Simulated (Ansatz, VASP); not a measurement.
# Cu2As: VASP beside Ansatz

Contents of INCAR:

```
ALGO     = Normal         # electronic algorithm
EDIFF    = 1E-7           # SCF threshold, eV
ENCUT    = 520            # plane-wave cutoff, eV
ISIF     = 2              # what is computed and relaxed
ISMEAR   = -1             # smearing method
LASPH    = True           # aspherical terms in the spheres
LCHARG   = False          # write CHGCAR
LREAL    = False          # projectors in reciprocal space
LWAVE    = False          # write WAVECAR
NBANDS   = 36             # bands
NELM     = 60             # most SCF steps
PREC     = Accurate       # precision mode
SIGMA    = 0.15           # smearing width, eV
```

The input KPOINTS:

```
k-points
0
Gamma
  6 6 4
```

The input POSCAR:

```
Cu2As
1.0
    3.7880000000      0.0000000000      0.0000000000
    0.0000000000      3.7880000000      0.0000000000
    0.0000000000      0.0000000000      5.9420000000
Cu As
4 2
Direct
    0.0000000000      0.0000000000      0.0000000000
    0.5000000000      0.5000000000      0.0000000000
    0.0000000000      0.5000000000      0.3030000000
    0.5000000000      0.0000000000      0.6970000000
    0.0000000000      0.5000000000      0.7090000000
    0.5000000000      0.0000000000      0.2910000000
```

Input for Ansatz:

```yaml
crystal:
  lattice:
    - [3.788, 0.0, 0.0]
    - [0.0, 3.788, 0.0]
    - [0.0, 0.0, 5.942]
  atoms:
    - { symbol: Cu, position: [0.0, 0.0, 0.0] }
    - { symbol: Cu, position: [0.5, 0.5, 0.0] }
    - { symbol: Cu, position: [0.0, 0.5, 0.303] }
    - { symbol: Cu, position: [0.5, 0.0, 0.697] }
    - { symbol: As, position: [0.0, 0.5, 0.709] }
    - { symbol: As, position: [0.5, 0.0, 0.291] }
kpoints:
  mp_grid: { grid: [6, 6, 4] }
hamiltonian:
  xc: lda
scf:
  occupations: { method: fermi_dirac, width: 0.15 }
  eigensolver: { kind: davidson }
basis:
  ecutwfc: "31 Ry"
output:
  forces: true
  stress: true
```

Alike in both runs: task single point; functional LDA; k mesh 6 × 6 × 4; occupations fermi-dirac, width 0.15 eV; no spin polarisation.

```csv
,VASP,Ansatz
version,VASP 6.6.1,Ansatz 0.2.0
potentials or method,"VASP PAW LDA potentials, release 64 (Cu, As), cutoff 520 eV","plane waves, PAW"
valence electrons in the cell,54,106
```

|  | VASP | Ansatz | Ansatz less VASP |
| --- | --- | --- | --- |
| pressure (GPa) | -8.1 | -8.6 | -0.51 |
| traceless stress, the component that is largest in VASP (GPa) | -0.97 | -1.11 | -0.143 |
| rms of the force components (eV/Å) | 0.137 | 0.140 | +0.0031 |

LDA's correlation is that of Perdew and Zunger in VASP and of Perdew and Wang (1992) in Ansatz. Atom by atom the forces differ by 0.005 eV/Å (rms over components). VASP's potentials hold 54 valence electrons a cell and Ansatz's 106, so a difference there can come from the potentials and not from the codes.
